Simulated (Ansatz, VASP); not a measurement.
Ge3N in VASP and in Ansatz

```xyz
4
Lattice="2.6120 1.5080 3.3702 -2.6120 1.5080 3.3702 0.0000 -3.0161 3.3702" Properties=species:S:1:pos:R:3 pbc="T T T"
Ge    0.0000    1.5080    3.3702
Ge   -1.3060   -0.7540    3.3702
Ge    1.3060   -0.7540    3.3702
N     0.0000    0.0000    5.0553
```

Alike in both runs: functional PBE; k mesh 6 × 6 × 6; occupations gaussian, width 0.1 eV; no spin polarisation.

Ansatz relaxed the structure, and its values are those at the end. VASP's run is a single point on that final structure, the one shown.

```csv
,VASP,Ansatz
version,VASP 6.6.1,Ansatz 0.2.0
potentials or method,"VASP PAW PBE potentials, release 64 (Ge_d, N), cutoff 520 eV","scalar-relativistic, plane waves, PAW"
valence electrons in the cell,47,47
```

VASP gave:

```
gap on the k mesh at the Fermi level (eV) : none
pressure (GPa)                            : 0.1
```

Problem. Estimate Ansatz's values.

Solution. gap on the k mesh at the Fermi level (eV): none; pressure (GPa): 0.0.

A gap of «none» marks a metal or a gap that the smearing closes.
